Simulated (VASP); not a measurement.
# CdS (zincblende type) (F-43m) in VASP: further runs, part 2 of 2

VASP 6.6.1. The steps go on from the part before.

## 5. Single point, PBE (24.46 Å³/atom)

This run uses another cell than the first one, of 24.46 Å³/atom.

File INCAR:

```
SYSTEM = CdS
  PREC = Accurate
  ENCUT = 520
  EDIFF = 1E-7
  ISMEAR = -1
  SIGMA = 0.05
  LREAL = .False.
  LASPH = .True.
  NELM = 80
  ALGO = Normal
  ISIF = 2
  LWAVE = .False.
  LCHARG = .True.
  GGA = PE
  LELF = .True.
  LVHAR = .True.
  NBANDS = 16
```

File KPOINTS:

```
regular mesh
0
Gamma
  13 13 13
  0 0 0
```

File POSCAR:

```
CdS
1.0
    0.0000000000      2.9026874219      2.9026874219
    2.9026874219      0.0000000000      2.9026874219
    2.9026874219      2.9026874219      0.0000000000
Cd S
1 1
Direct
    0.0000000000      0.0000000000      0.0000000000
    0.2500000000      0.2500000000      0.2500000000
```

Potentials or basis: VASP PAW PBE potentials, release 64 (Cd, S).

Launch:

```console
cat potpaw_PBE.64/Cd/POTCAR potpaw_PBE.64/S/POTCAR > POTCAR
mpirun -np 1 vasp_std > vasp.out
```

OUTCAR:

```text
SYSTEM = CdS
   PREC = Accurate
   ENCUT = 520
   EDIFF = 1E-7
   ISMEAR = -1
   LREAL = .False.
   LASPH = .True.
   NELM = 80
   ISIF = 2
   GGA = PE

 ion  position               nearest neighbor table
   1  0.000  0.000  0.000-   2 2.51   2 2.51   2 2.51   2 2.51
   2  0.250  0.250  0.250-   1 2.51   1 2.51   1 2.51   1 2.51

  LATTYP: Found a face centered cubic cell.
 ALAT       =     5.8053748438

  Lattice vectors:

 A1 = (   0.0000000000,   2.9026874219,   2.9026874219)
 A2 = (   2.9026874219,   0.0000000000,   2.9026874219)
 A3 = (   2.9026874219,   2.9026874219,   0.0000000000)

Analysis of symmetry for initial positions (statically):
=====================================================================
 Subroutine PRICEL returns:
 Original cell was already a primitive cell.

 Routine SETGRP: Setting up the symmetry group for a
 face centered cubic supercell.

 Subroutine GETGRP returns: Found 24 space group operations
 (whereof 24 operations were pure point group operations)
 out of a pool of 48 trial point group operations.

The static configuration has the point symmetry T_d .
[... 157 lines left out ...]

  energy without entropy =       -6.10527929  energy(sigma->0) =       -6.10527931

 E-fermi :   2.0948     XC(G=0):  -9.2168

 val. band max:        1.4375411664   @ k =   0.0000   0.0000   0.0000
 cond. band min:       2.6186126257   @ k =   0.0000   0.0000   0.0000
 fundamental gap:      1.1810714593
 Fermi energy:         2.0947764521

 k-point     1 :       0.0000    0.0000    0.0000
  band No.  band energies     occupation
      1     -11.0212      2.00000
      2      -6.3436      2.00000
      3      -6.3436      2.00000
      4      -6.3436      2.00000
      5      -5.8437      2.00000
      6      -5.8437      2.00000
[... 433 lines left out ...]
      3      -6.1676      2.00000
      4      -5.8871      2.00000
      5      -5.7954      2.00000
      6      -5.5264      2.00000
[... 8 lines left out ...]
     15      14.1084      0.00000
     16      14.1626      0.00000

 [... further k-points ...]

------------------------ aborting loop because EDIFF is reached ----------------------------------------

  FORCE on cell =-STRESS in cart. coord.  units (eV):
  Direction    XX          YY          ZZ          XY          YZ          ZX
  --------------------------------------------------------------------------------------
  -------------------------------------------------------------------------------------
  Total        1.2831868      1.2831868      1.2831868      0.0000000      0.0000000      0.0000000
  in kB       42.0309946     42.0309946     42.0309946      0.0000000      0.0000000      0.0000000
  external PRESSURE =      42.0309946 kB  Pullay stress =       0.0000000 kB

 VOLUME and BASIS-vectors are now :
 -----------------------------------------------------------------------------
  energy-cutoff  :      520.00
  volume of cell :       48.91
      direct lattice vectors                 reciprocal lattice vectors
     0.000000000  2.902687422  2.902687422    -0.172254166  0.172254166  0.172254166
     2.902687422  0.000000000  2.902687422     0.172254166 -0.172254166  0.172254166
     2.902687422  2.902687422  0.000000000     0.172254166  0.172254166 -0.172254166

 POSITION                                       TOTAL-FORCE (eV/Angst)
 -----------------------------------------------------------------------------------
      0.00000      0.00000      0.00000         0.000000      0.000000     -0.000000
      1.45134      1.45134      1.45134        -0.000000     -0.000000      0.000000
 -----------------------------------------------------------------------------------
    total drift:                               -0.000000     -0.000000     -0.000000

  FREE ENERGIE OF THE ION-ELECTRON SYSTEM (eV)
  ---------------------------------------------------
  free  energy   TOTEN  =        -6.1052793260 eV

  energy  without entropy=       -6.1052792914  energy(sigma->0) =       -6.10527931
```

It took 99 s on 1 thread of Intel Xeon 8259CL, shared host; peak memory 0.21 GiB.

Results:

| Property | Result |
| --- | --- |
| Free energy | -6.1053 eV |
| Pressure | 4.2 GPa |
| Band gap on the k mesh | 1.18 eV |

Caveat: the cell stands under pressure; an odd mesh through Γ misses points on the zone boundary, where band edges can lie.

## 6. Single point, PBE (24.46 Å³/atom)

This run uses another cell than the first one, of 24.46 Å³/atom.

File INCAR:

```
PREC     = Accurate       # precision mode
ENCUT    = 520            # plane-wave cutoff, eV
EDIFF    = 1E-6           # SCF threshold, eV
ISMEAR   = -1             # smearing method
SIGMA    = 0.05           # smearing width, eV
LREAL    = F              # projectors in reciprocal space
LASPH    = T              # aspherical terms in the spheres
NELM     = 100            # most SCF steps
ALGO     = Normal         # electronic algorithm
ISIF     = 2              # what is computed and relaxed
LWAVE    = F              # write WAVECAR
LCHARG   = T              # write CHGCAR
GGA      = PE             # functional
LELF     = T              # ELF
LVHAR    = T            
NBANDS   = 16             # bands
```

File KPOINTS:

```
regular mesh
0
Gamma
  13 13 13
```

POSCAR is that of step 5.

Potentials or basis: VASP PAW PBE potentials, release 64 (Cd, S).

Launch:

```console
cat potpaw_PBE.64/Cd/POTCAR potpaw_PBE.64/S/POTCAR > POTCAR
mpirun -np 1 vasp_std > vasp.out
```

Run time: 86 s. Hardware: 1 thread of Intel Xeon 8259CL, shared host; peak memory 0.22 GiB.

The run converged. Its results:

| Quantity | Value |
| --- | --- |
| Free energy | -6.1053 eV |
| Pressure | 4.2 GPa |
| Band gap on the k mesh | 1.18 eV |

Levels at points of the mesh, in eV from the valence-band top:
```csv
k point,band 5,band 6,band 7,band 8,band 9,band 10,band 11,band 12,band 13,band 14
"(0.00, 0.00, 0.00)",-7.28,-7.28,0.00,0.00,0.00,1.18,6.54,6.54,6.54,11.50
```

Caveat: the cell stands under pressure; an odd mesh through Γ misses points on the zone boundary, where band edges can lie.

## 7. The runs side by side

```csv
cell,gap on the mesh (eV),pressure (GPa)
"a = 3.756 Å, angles 60.0°, 2 atoms",1.68,38.4
"a = 3.890 Å, angles 60.0°, 2 atoms",1.51,20.6
"a = 4.016 Å, angles 60.0°, 2 atoms",1.32,9.7
"a = 4.105 Å, angles 60.0°, 2 atoms",1.18,4.2
```

Alike in all rows: task single point; level PBE; potentials or basis VASP PAW PBE potentials, release 64 (Cd, S); no spin polarisation; k mesh 13 × 13 × 13; cutoff (eV) 520; smearing fermi-dirac 0.05 eV.

Caveats: the cell stands under pressure; an odd mesh through Γ misses points on the zone boundary, where band edges can lie.

Absolute energies hang on the potentials; compare differences alone.
